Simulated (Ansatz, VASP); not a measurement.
**SnSe4 in VASP and in Ansatz**

Contents of INCAR:

```
PREC     = Accurate       # precision mode
ENCUT    = 600            # plane-wave cutoff, eV
EDIFF    = 1E-6           # SCF threshold, eV
ISMEAR   = 0              # smearing method
SIGMA    = 0.1            # smearing width, eV
LREAL    = F              # projectors in reciprocal space
LASPH    = T              # aspherical terms in the spheres
NELM     = 100            # most SCF steps
ALGO     = Normal         # electronic algorithm
ISIF     = 3              # what is computed and relaxed
LWAVE    = F              # write WAVECAR
LCHARG   = F              # write CHGCAR
GGA      = PE             # functional
IBRION   = 2              # ionic algorithm
NSW      = 100            # ionic steps
EDIFFG   = -0.01          # ionic threshold
```

File KPOINTS:

```
regular mesh
0
Gamma
  8 8 8
```

POSCAR

```
SnSe4
1.0
   -3.2884790500      3.2884790500      3.2884790500
    3.2884790500     -3.2884790500      3.2884790500
    3.2884790500      3.2884790500     -3.2884790500
Sn Se
1 4
Direct
    0.0000000000      0.0000000000      0.0000000000
    0.0000000000      0.0000000000      0.5000000000
    0.5000000000      0.0000000000      0.0000000000
    0.0000000000      0.5000000000      0.0000000000
    0.5000000000      0.5000000000      0.5000000000
```

Input for Ansatz:

```yaml
crystal:
  lattice:
    - [-3.28847905, 3.28847905, 3.28847905]
    - [3.28847905, -3.28847905, 3.28847905]
    - [3.28847905, 3.28847905, -3.28847905]
  atoms:
    - { symbol: Sn, position: [0.0, 0.0, 0.0] }
    - { symbol: Se, position: [0.0, 0.0, 0.5] }
    - { symbol: Se, position: [0.5, 0.0, 0.0] }
    - { symbol: Se, position: [0.0, 0.5, 0.0] }
    - { symbol: Se, position: [0.5, 0.5, 0.5] }
basis:
  ecutwfc: 420
kpoints:
  mp_grid: { grid: [8, 8, 8] }
hamiltonian:
  xc: pbe
scf:
  occupations: { method: gaussian, width: 0.1 }
output:
  forces: true
  stress: true
  eigenvalues: true
  write_density: true
  write_potential: true
  elf: true
  volumetric_format: npy
relax:
  adjacent_minimum: "off"
  f_tol: 0.01
  max_steps: 80
  cell: { stress_tol: 0.05 }
```

Change from the starting cell: species swapped into the Hg4Pt type (Im-3m, No. 229).

Alike in both runs: task relaxation of cell and atoms; functional PBE; k mesh 8 × 8 × 8; occupations gaussian, width 0.1 eV; no spin polarisation.

```csv
,VASP,Ansatz
version,VASP 6.6.1,Ansatz 0.2.0
potentials or method,"VASP PAW PBE potentials, release 64 (Sn_d, Se), cutoff 600 eV","scalar-relativistic, plane waves, PAW"
valence electrons in the cell,38,78
```

Ansatz gave:

| Item | Value |
| --- | --- |
| gap on the k mesh at the Fermi level, each at its own relaxed structure (eV) | none |
| relaxed volume (Å³/atom) | 27.50 |
| relaxed length of the cell vector where the two differ most in proportion (Å) | 5.632 |

Question: Which values does VASP return?

Answer: gap on the k mesh at the Fermi level, each at its own relaxed structure (eV): none; relaxed volume (Å³/atom): 27.49; relaxed length of the cell vector where the two differ most in proportion (Å): 5.631.

A gap of «none» marks a metal or a gap that the smearing closes. VASP's potentials hold 38 valence electrons a cell and Ansatz's 78, so a difference there can come from the potentials and not from the codes.
